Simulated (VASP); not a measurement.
Set up this calculation in VASP 6.6.1, as the native input.

* Task: single point
* Functional: r2SCAN
* Potentials or basis: VASP PAW PBE potentials, release 64 (P)
* Cutoff: 520 eV
* k mesh: 12 × 12 × 12
* Occupations: gaussian, width 0.15 eV
* Spin: no spin polarisation
* Dipole correction: no
* Further INCAR settings: ALGO = Normal; EDIFF = 1e-07; NBANDS = 8

P:

```xyz
1
Lattice="3.9151 0.0000 0.0000 0.0000 3.9151 0.0000 0.0000 0.0000 5.2148" Properties=species:S:1:pos:R:3 pbc="T T T"
P     0.0000    0.0000    0.0000
```

This cell differs from its parent crystal: ratio of the length along z to the lengths across it x 1.3, volume and fractional coordinates fixed.

One way to write it, as run:

POSCAR

```
P
1.0
    3.9150932022      0.0000000000      0.0000000000
    0.0000000000      3.9150932022      0.0000000000
    0.0000000000      0.0000000000      5.2148040255
P
1
Direct
    0.0000000000      0.0000000000      0.0000000000
```

INCAR.step1

```
SYSTEM = P
PREC     = Accurate       ! precision mode
ENCUT    = 520            ! plane-wave cutoff, eV
ISMEAR   = 0              ! smearing method
SIGMA    = 0.15           ! smearing width, eV
LREAL    = .FALSE.        ! projectors in reciprocal space
LASPH    = .TRUE.         ! aspherical terms in the spheres
NELM     = 60             ! most SCF steps
NBANDS   = 8              ! bands
GGA      = PE             ! functional
ALGO     = Normal         ! electronic algorithm
EDIFF    = 1E-4           ! SCF threshold, eV
LWAVE    = .TRUE.         ! write WAVECAR
LCHARG   = .FALSE.        ! write CHGCAR
```

INCAR.step2

```
SYSTEM = P
PREC     = Accurate       ! precision mode
ENCUT    = 520            ! plane-wave cutoff, eV
EDIFF    = 1E-7           ! SCF threshold, eV
ISMEAR   = 0              ! smearing method
SIGMA    = 0.15           ! smearing width, eV
LREAL    = .FALSE.        ! projectors in reciprocal space
LASPH    = .TRUE.         ! aspherical terms in the spheres
NELM     = 60             ! most SCF steps
ALGO     = Normal         ! electronic algorithm
ISIF     = 2              ! what is computed and relaxed
LWAVE    = .FALSE.        ! write WAVECAR
LCHARG   = .FALSE.        ! write CHGCAR
METAGGA  = R2SCAN         ! meta-GGA
LMIXTAU  = .TRUE.       
NBANDS   = 8              ! bands
ISTART   = 1
```

KPOINTS

```
Automatic mesh
0
G
  12 12 12
  0 0 0
```

Potentials or basis: VASP PAW PBE potentials, release 64 (P).

Run with:

```sh
$ cat potpaw_PBE.64/P/POTCAR > POTCAR
$ cp INCAR.step1 INCAR
$ mpirun -np 1 vasp_std > vasp.out
$ cp INCAR.step2 INCAR
$ mpirun -np 1 vasp_std > vasp.out
```

Results of the run:

| Quantity | Value |
| --- | --- |
| Pressure | -4.2 GPa |

Caveat: the PAW data sets were made with another functional, which shifts forces and pressure a little.

Run time: 11 min on 1 thread of AMD EPYC 7R43 64-Core Processor (Zen 3) (shared host), peak memory 0.22 GiB.
